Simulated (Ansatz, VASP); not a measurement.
**Na: VASP beside Ansatz**

```
CELL_PARAMETERS angstrom
3.87376 0.00000 0.00000
-1.93688 3.35477 0.00000
0.00000 0.00000 6.69764
ATOMIC_POSITIONS crystal
Na 0.33333 0.66667 0.25000
Na 0.66667 0.33333 0.75000
```

Alike in both runs: task single point; functional PBEsol; k mesh 15 × 15 × 8; occupations gaussian, width 0.1 eV; no spin polarisation.

```csv
,VASP,Ansatz
version,VASP 6.6.1,Ansatz 0.2.0
potentials or method,"VASP PAW PBE potentials, release 64 (Na_pv), cutoff 520 eV","scalar-relativistic, plane waves, PAW"
valence electrons in the cell,14,18
```

```csv
,VASP,Ansatz,Ansatz less VASP
gap on the k mesh at the Fermi level (eV),none,none,-
pressure (GPa),-1.0,-1.0,+0.02
"traceless stress, the component that is largest in VASP (GPa)",-0.32,-0.32,+0.002
```

VASP's potentials were made for PBE, not for PBEsol. A gap of «none» marks a metal or a gap that the smearing closes. VASP's potentials hold 14 valence electrons a cell and Ansatz's 18, so a difference there can come from the potentials and not from the codes.
